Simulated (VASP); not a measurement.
# GaAs (F-43m) in VASP: notebook

The runs below take GaAs through single point, relaxation of cell and atoms, with LDA.

All numbers are computed with VASP 6.6.1; they aren't measurements. Logs are shortened: lines on timing, memory, paths and dates and some standing lists are left out, and cuts for length are marked.

### 1 The cell of the first run

It takes space group F-43m (No. 216, cubic). Conventional cell: a = 5.603 Å, b = 5.603 Å, c = 5.603 Å, α = 90.00°, β = 90.00°, γ = 90.00°. Within 3.2 Å of Ga (site symmetry -43m) lie 4 As at 2.43 Å. As (site symmetry -43m) has 4 Ga at 2.43 Å within 3.2 Å.

### 2 Single point, LDA

Input file INCAR:

```
SYSTEM = GaAs
ALGO     = Normal         ! electronic algorithm
EDIFF    = 1E-6           ! SCF threshold, eV
ENCUT    = 520            ! plane-wave cutoff, eV
ISIF     = 2              ! what is computed and relaxed
ISMEAR   = 0              ! smearing method
LASPH    = .TRUE.         ! aspherical terms in the spheres
LCHARG   = .FALSE.        ! write CHGCAR
LREAL    = .FALSE.        ! projectors in reciprocal space
LWAVE    = .FALSE.        ! write WAVECAR
NBANDS   = 16             ! bands
NELM     = 100            ! most SCF steps
PREC     = Accurate       ! precision mode
SIGMA    = 0.1            ! smearing width, eV
```

Input file KPOINTS:

```
k-points
0
G
  12 12 12
  0 0 0
```

Input file POSCAR:

```
GaAs
1.0
    0.0000000000      2.8016907859      2.8016907859
    2.8016907859      0.0000000000      2.8016907859
    2.8016907859      2.8016907859      0.0000000000
Ga As
1 1
Direct
    0.0000000000      0.0000000000      0.0000000000
    0.7500000000      0.7500000000      0.7500000000
```

Potentials or basis: VASP PAW LDA potentials, release 64 (Ga_d, As).

Command:

```
> cat potpaw_LDA.64/Ga_d/POTCAR potpaw_LDA.64/As/POTCAR > POTCAR
> mpirun -np 1 vasp_std > vasp.out
```

OUTCAR:

```text
SYSTEM = GaAs
   EDIFF = 1E-6
   ENCUT = 520
   ISIF = 2
   ISMEAR = 0
   LASPH = .TRUE.
   LREAL = .FALSE.
   NELM = 100
   PREC = Accurate

 ion  position               nearest neighbor table
   1  0.000  0.000  0.000-   2 2.43   2 2.43   2 2.43   2 2.43
   2  0.750  0.750  0.750-   1 2.43   1 2.43   1 2.43   1 2.43

  LATTYP: Found a face centered cubic cell.
 ALAT       =     5.6033815718

  Lattice vectors:

 A1 = (   0.0000000000,   2.8016907859,   2.8016907859)
 A2 = (   2.8016907859,   0.0000000000,   2.8016907859)
 A3 = (   2.8016907859,   2.8016907859,   0.0000000000)

Analysis of symmetry for initial positions (statically):
[... 5 lines left out ...]
 face centered cubic supercell.

 Subroutine GETGRP returns: Found 24 space group operations
 (whereof 24 operations were pure point group operations)
 out of a pool of 48 trial point group operations.

The static configuration has the point symmetry T_d .

Analysis of symmetry for dynamics (positions and initial velocities):
[... 5 lines left out ...]
 face centered cubic supercell.

 Subroutine GETGRP returns: Found 24 space group operations
 (whereof 24 operations were pure point group operations)
 out of a pool of 48 trial point group operations.

The dynamic configuration has the point symmetry T_d .

 Subroutine INISYM returns: Found 24 space group operations
 (whereof 24 operations are pure point group operations),
 and found     1 'primitive' translations

----------------------------------------------------------------------------------------

                                     Primitive cell

  volume of cell :      43.9836

  direct lattice vectors                    reciprocal lattice vectors
     0.000000000  2.801690786  2.801690786    -0.178463663  0.178463663  0.178463663
     2.801690786  0.000000000  2.801690786     0.178463663 -0.178463663  0.178463663
     2.801690786  2.801690786  0.000000000     0.178463663  0.178463663 -0.178463663

  length of vectors
     3.962189107  3.962189107  3.962189107     0.309108131  0.309108131  0.309108131

  position of ions in fractional coordinates (direct lattice)
     0.000000000  0.000000000  0.000000000
     0.750000000  0.750000000  0.750000000

  ion indices of the primitive-cell ions
   primitive index   ion index
                 1           1
                 2           2

----------------------------------------------------------------------------------------

 KPOINTS: k-points

Automatic generation of k-mesh.
 Grid dimensions read from file:
 generate k-points for:   12   12   12

 Generating k-lattice:

  Cartesian coordinates                     Fractional coordinates (reciprocal lattice)
    -0.014871972  0.014871972  0.014871972     0.083333333  0.000000000  0.000000000
     0.014871972 -0.014871972  0.014871972     0.000000000  0.083333333  0.000000000
     0.014871972  0.014871972 -0.014871972     0.000000000  0.000000000  0.083333333

  Length of vectors
     0.025759011  0.025759011  0.025759011

  Shift w.r.t. Gamma in fractional coordinates (k-lattice)
     0.000000000  0.000000000  0.000000000

 Subroutine IBZKPT returns following result:
 ===========================================

 Found     72 irreducible k-points:

 Following reciprocal coordinates:
            Coordinates               Weight
  0.000000  0.000000  0.000000      1.000000
  0.083333  0.000000  0.000000      8.000000
  0.166667  0.000000  0.000000      8.000000
  0.250000  0.000000  0.000000      8.000000
  0.333333  0.000000  0.000000      8.000000
  0.416667  0.000000  0.000000      8.000000
[... 16 lines left out ...]
  0.500000  0.166667  0.000000     24.000000
 -0.416667  0.166667  0.000000     24.000000
 [... further k-points ...]
   k-points           NKPTS =     72   k-points in BZ     NKDIM =     72   number of bands    NBANDS=     16
   number of dos      NEDOS =    301   number of ions     NIONS =      2
   total plane-waves  NPLWV =  27000
   dimension x,y,z NGX =    30 NGY =   30 NGZ =   30
   dimension x,y,z NGXF=    60 NGYF=   60 NGZF=   60
   ions per type =               1   1
   NGX,Y,Z   is equivalent  to a cutoff of  12.59, 12.59, 12.59 a.u.
   NGXF,Y,Z  is equivalent  to a cutoff of  25.17, 25.17, 25.17 a.u.
 SYSTEM =  GaAs
   PREC   = accura    normal or accurate (medium, high low for compatibility)
   ISTART =      0    job   : 0-new  1-cont  2-samecut
   ICHARG =      2    charge: 1-file 2-atom 10-const
   ISPIN  =      1    spin polarized calculation?
   LNONCOLLINEAR =      F non collinear calculations
   LSORBIT =      F    spin-orbit coupling
   LASPH  =      T    aspherical Exc in radial PAW
   ENCUT  =  520.0 eV  38.22 Ry    6.18 a.u.   7.37  7.37  7.37*2*pi/ulx,y,z
   NELM   =    100;   NELMIN=  2; NELMDL= -5     # of ELM steps
   EDIFF  = 0.1E-05   stopping-criterion for ELM
   LREAL  =      F    real-space projection
   EDIFFG = 0.1E-04   stopping-criterion for IOM
   NSW    =      0    number of steps for IOM
   IBRION =     -1    ionic relax: 0-MD 1-quasi-New 2-CG
   NFREE  =      0    steps in history (QN), initial steepest desc. (CG)
   ISIF   =      2    stress and relaxation
   ISYM   =      2    0-nonsym 1-usesym 2-fastsym
   POTIM  = 0.5000    time-step for ionic-motion
   TEBEG  =    0.0;   TEEND  =   0.0 temperature during run
   PSTRESS=    0.0 pullay stress
   NELECT =      18.0000    total number of electrons
   NUPDOWN=      -1.0000    fix difference up-down
   EMIN   =  10.00;   EMAX   =-10.00  energy-range for DOS
   EFERMI =   0.00;   METHOD = LEGACY
   ISMEAR =     0;   SIGMA  =   0.10  broadening in eV -4-tet -1-fermi 0-gaus
   EFERMI_NEDOS =   21; number of points for ismear=-14 and -15
   IALGO  =     38    algorithm
   IMIX   =      4    mixing-type and parameters
     AMIX     =   0.40;   BMIX     =  1.00
     AMIX_MAG =   1.60;   BMIX_MAG =  1.00
  volume/ion in A,a.u.               =      21.99       148.41
  Fermi-wavevector in a.u.,A,eV,Ry     =   1.215445  2.296859 20.099990  1.477308
  Thomas-Fermi vector in A             =   2.350832
   LORBIT       =      0    0 simple, 1 ext, 2 COOP (PROOUT), +10 PAW based schemes
   GGA     = CA    functional components
   LHFCALC =     F    Hartree Fock is set to
   AEXX    =    0.0000 exact exchange contribution
   IVDW    =     0    specifies the selected vdW correction
   LEPSILON=     F    determine dielectric tensor
   LRPA    =     F    only Hartree local field effects (RPA)
 non-spin polarized calculation
 Gauss-broadening in eV      SIGMA  =   0.10
  energy-cutoff  :      520.00
  volume of cell :       43.98
 maximum number of plane-waves:      1243
 NGX is ok and might be reduce to    30
   NGX = 15   NGY = 15   NGZ = 15

 number of electron      18.0000013 magnetization

 Free energy of the ion-electron system (eV)
  ---------------------------------------------------
  ext. energy  EPLUGINS =         0.00000000
  ---------------------------------------------------
  free energy    TOTEN  =        -9.64202535 eV

  energy without entropy =       -9.64202526  energy(sigma->0) =       -9.64202531

 E-fermi :   4.3369     XC(G=0): -10.0314

 val. band max:        4.0595173774   @ k =   0.0000   0.0000   0.0000
 cond. band min:       4.5949214090   @ k =   0.0000   0.0000   0.0000
 fundamental gap:      0.5354040316
 Fermi energy:         4.3368974130

 k-point     1 :       0.0000    0.0000    0.0000
  band No.  band energies     occupation
      1     -10.9184      2.00000
      2     -10.9184      2.00000
      3     -10.9184      2.00000
      4     -10.8335      2.00000
      5     -10.8335      2.00000
      6      -8.9002      2.00000
[... 8 lines left out ...]
     15      14.2986      0.00000
     16      14.2986      0.00000

 k-point     2 :       0.0833    0.0000    0.0000
  band No.  band energies     occupation
      1     -10.9252      2.00000
      2     -10.9166      2.00000
      3     -10.9166      2.00000
      4     -10.8336      2.00000
      5     -10.8336      2.00000
      6      -8.8152      2.00000
[... 8 lines left out ...]
     15      13.7026      0.00000
     16      13.7026      0.00000

 k-point     3 :       0.1667    0.0000    0.0000
  band No.  band energies     occupation
      1     -10.9429      2.00000
      2     -10.9120      2.00000
      3     -10.9120      2.00000
      4     -10.8337      2.00000
      5     -10.8337      2.00000
      6      -8.5676      2.00000
[... 8 lines left out ...]
     15      13.1268      0.00000
     16      13.1268      0.00000

 k-point     4 :       0.2500    0.0000    0.0000
  band No.  band energies     occupation
      1     -10.9650      2.00000
      2     -10.9062      2.00000
      3     -10.9062      2.00000
      4     -10.8332      2.00000
      5     -10.8332      2.00000
      6      -8.1807      2.00000
[... 8 lines left out ...]
     15      13.1086      0.00000
     16      13.1086      0.00000

 k-point     5 :       0.3333    0.0000    0.0000
  band No.  band energies     occupation
      1     -10.9853      2.00000
      2     -10.9014      2.00000
      3     -10.9014      2.00000
      4     -10.8318      2.00000
      5     -10.8318      2.00000
      6      -7.7049      2.00000
[... 8 lines left out ...]
     15      13.7653      0.00000
     16      13.7653      0.00000

 k-point     6 :       0.4167    0.0000    0.0000
  band No.  band energies     occupation
      1     -10.9993      2.00000
      2     -10.8985      2.00000
      3     -10.8985      2.00000
      4     -10.8302      2.00000
      5     -10.8302      2.00000
      6      -7.2549      2.00000
[... 8 lines left out ...]
     15      14.9389      0.00000
     16      14.9389      0.00000

 k-point     7 :       0.5000    0.0000    0.0000
  band No.  band energies     occupation
      1     -11.0042      2.00000
      2     -10.8975      2.00000
      3     -10.8975      2.00000
      4     -10.8294      2.00000
      5     -10.8294      2.00000
      6      -7.0519      2.00000
[... 8 lines left out ...]
     15      16.0107      0.00000
     16      16.0107      0.00000

 k-point     8 :       0.0833    0.0833    0.0000
  band No.  band energies     occupation
      1     -10.9293      2.00000
      2     -10.9150      2.00000
      3     -10.9150      2.00000
      4     -10.8349      2.00000
      5     -10.8326      2.00000
      6      -8.7870      2.00000
[... 8 lines left out ...]
     15      12.9179      0.00000
     16      14.4122      0.00000

 k-point     9 :       0.1667    0.0833    0.0000
  band No.  band energies     occupation
      1     -10.9435      2.00000
      2     -10.9112      2.00000
      3     -10.9104      2.00000
      4     -10.8363      2.00000
      5     -10.8318      2.00000
      6      -8.5936      2.00000
[... 8 lines left out ...]
     15      13.0438      0.00000
     16      14.0642      0.00000
[... 172 lines left out ...]
 k-point    19 :       0.1667    0.1667    0.0000
  band No.  band energies     occupation
      1     -10.9558      2.00000
      2     -10.9056      2.00000
      3     -10.9056      2.00000
      4     -10.8394      2.00000
      5     -10.8301      2.00000
      6      -8.4570      2.00000
[... 8 lines left out ...]
     15      13.6385      0.00000
     16      14.7523      0.00000

 k-point    20 :       0.2500    0.1667    0.0000
  band No.  band energies     occupation
      1     -10.9722      2.00000
      2     -10.9002      2.00000
      3     -10.8993      2.00000
      4     -10.8419      2.00000
      5     -10.8286      2.00000
      6      -8.1690      2.00000
[... 8 lines left out ...]
     15      14.5260      0.00000
     16      14.7502      0.00000

 k-point    21 :       0.3333    0.1667    0.0000
  band No.  band energies     occupation
      1     -10.9884      2.00000
      2     -10.8963      2.00000
      3     -10.8937      2.00000
      4     -10.8426      2.00000
      5     -10.8274      2.00000
      6      -7.7590      2.00000
[... 8 lines left out ...]
     15      14.7790      0.00000
     16      15.0696      0.00000

 k-point    22 :       0.4167    0.1667    0.0000
  band No.  band energies     occupation
      1     -11.0014      2.00000
      2     -10.8941      2.00000
      3     -10.8900      2.00000
      4     -10.8410      2.00000
      5     -10.8269      2.00000
      6      -7.2932      2.00000
[... 8 lines left out ...]
     15      15.0308      0.00000
     16      15.9466      0.00000

 k-point    23 :       0.5000    0.1667    0.0000
  band No.  band energies     occupation
      1     -11.0085      2.00000
      2     -10.8932      2.00000
      3     -10.8887      2.00000
      4     -10.8378      2.00000
      5     -10.8279      2.00000
      6      -6.9175      2.00000
[... 8 lines left out ...]
     15      15.6377      0.00000
     16      16.0383      0.00000

 k-point    24 :      -0.4167    0.1667    0.0000
  band No.  band energies     occupation
      1     -11.0085      2.00000
      2     -10.8935      2.00000
      3     -10.8896      2.00000
      4     -10.8345      2.00000
      5     -10.8306      2.00000
      6      -6.8559      2.00000
[... 8 lines left out ...]
     15      14.4883      0.00000
     16      15.1638      0.00000

 [... further k-points ...]
[... 5 lines left out ...]
  --------------------------------------------------------------------------------------
  -------------------------------------------------------------------------------------
  Total        0.0866756      0.0866756      0.0866756      0.0000000      0.0000000     -0.0000000
  in kB        3.1573055      3.1573055      3.1573055      0.0000000      0.0000000     -0.0000000
  external PRESSURE =       3.1573055 kB  Pullay stress =       0.0000000 kB

 VOLUME and BASIS-vectors are now :
 -----------------------------------------------------------------------------
  energy-cutoff  :      520.00
  volume of cell :       43.98
      direct lattice vectors                 reciprocal lattice vectors
     0.000000000  2.801690786  2.801690786    -0.178463663  0.178463663  0.178463663
     2.801690786  0.000000000  2.801690786     0.178463663 -0.178463663  0.178463663
     2.801690786  2.801690786  0.000000000     0.178463663  0.178463663 -0.178463663

 POSITION                                       TOTAL-FORCE (eV/Angst)
 -----------------------------------------------------------------------------------
      0.00000      0.00000      0.00000        -0.000000     -0.000000     -0.000000
      4.20254      4.20254      4.20254         0.000000      0.000000      0.000000
 -----------------------------------------------------------------------------------
    total drift:                                0.000000      0.000000      0.000000

  FREE ENERGIE OF THE ION-ELECTRON SYSTEM (eV)
  ---------------------------------------------------
  free  energy   TOTEN  =        -9.6420253489 eV

  energy  without entropy=       -9.6420252622  energy(sigma->0) =       -9.64202531
```

It took 42 s on 1 thread of Intel Xeon 6975P-C, shared host; peak memory 0.19 GiB.

Results:

```
Free energy            : -9.6420 eV
Pressure               : 0.3 GPa
Band gap on the k mesh : 0.54 eV, direct
```

A k mesh can miss the band edges. LDA gaps usually lie below the measured ones, often by a third to a half.

### 3 Single point, LDA

Input file INCAR:

```
SYSTEM = GaAs
PREC = Accurate
ENCUT = 520
EDIFF = 1E-6
ISMEAR = 0
SIGMA = 0.02
LREAL = .False.
LASPH = .True.
NELM = 80
ALGO = Normal
ISIF = 2
LWAVE = .False.
LCHARG = .False.
GGA = CA
NBANDS = 16
```

Input file KPOINTS:

```
Automatic mesh
0
Gamma
  12 12 12
  0 0 0
```

POSCAR is that of step 2.

Potentials or basis: VASP PAW LDA potentials, release 64 (Ga_d, As).

Command:

```
> cat potpaw_LDA.64/Ga_d/POTCAR potpaw_LDA.64/As/POTCAR > POTCAR
> mpirun -np 1 vasp_std > vasp.out
```

Run time: 39 s. Hardware: 1 thread of Intel Xeon 6975P-C, shared host; peak memory 0.19 GiB.

Results (log left out):

```
Free energy            : -9.6420 eV
Pressure               : 0.3 GPa
Band gap on the k mesh : 0.54 eV, direct
```

Levels at points of the mesh, in eV from the valence-band top:
```csv
k point,band 7,band 8,band 9,band 10,band 11,band 12
"(0.00, 0.00, 0.00)",0.00,0.00,0.00,0.54,3.68,3.68
"(0.50, 0.00, 0.00)",-6.84,-1.19,-1.19,0.94,4.59,4.59
"(0.50, 0.50, 0.00)",-7.00,-2.79,-2.79,1.29,1.54,10.26
```

A k mesh can miss the band edges. Expect the measured gap to be larger: semilocal functionals such as LDA lack the derivative discontinuity.

[end of part 1 of 2]
